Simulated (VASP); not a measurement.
Write the native input for VASP 6.6.1 that does the following.

```
Task                   : single point
Functional             : PBE
Potentials or basis    : VASP PAW PBE potentials, release 64 (Ag, Br)
Cutoff                 : 520 eV
k mesh                 : 3 × 3 × 3
Occupations            : gaussian, width 0.1 eV
Spin                   : collinear spin, ferromagnetic start
Starting moments       : [1.0, 0.0, 0.0, 0.0] μB
Dipole correction      : no
Further INCAR settings : ALGO = Normal; EDIFF = 1e-06; NBANDS = 28
```

The structure of AgBr3 lies in POSCAR:

```
AgBr3
1.0
    3.6622259220      2.1143871219      3.1750547411
   -3.6622259220      2.1143871219      3.1750547411
    0.0000000000     -4.2287742438      3.1750547411
Ag Br
1 3
Direct
    0.5000000000      0.5000000000      0.5000000000
    0.5000000000      0.5000000000      0.0000000000
    0.0000000000      0.5000000000      0.5000000000
    0.5000000000      0.0000000000      0.5000000000
```

These files were run (other wordings do the same):

INCAR

```
  PREC = Accurate
  ENCUT = 520
  EDIFF = 1E-6
  ISMEAR = 0
  SIGMA = 0.1
  LREAL = F
  LASPH = T
  NELM = 150
  ALGO = Normal
  ISIF = 2
  LWAVE = F
  LCHARG = F
  ISPIN = 2
  MAGMOM = 1 0 0 0
  LORBIT = 11
  LMAXMIX = 4
  GGA = PE
  NBANDS = 28
```

KPOINTS

```
regular mesh
0
Gamma
  3 3 3
```

Potentials or basis: VASP PAW PBE potentials, release 64 (Ag, Br).

The run is started by

```sh
$ cat potpaw_PBE.64/Ag/POTCAR potpaw_PBE.64/Br/POTCAR > POTCAR
$ mpirun -np 1 vasp_std > vasp.out
```

Results of the run:

```
Pressure                                              : -0.4 GPa
Band gap on the k mesh                                : zero (filled and empty bands overlap)
Net moment                                            : 0.00 μB per cell
Valence electrons inside the program's atomic spheres : Ag 9.70; Br 4.77
```

Caveat: the k points lie up to 0.40 Å⁻¹ apart.

It took 28 s on 1 thread of Intel(R) Xeon(R) 6975P-C (Granite Rapids) (shared host), peak memory 0.28 GiB.
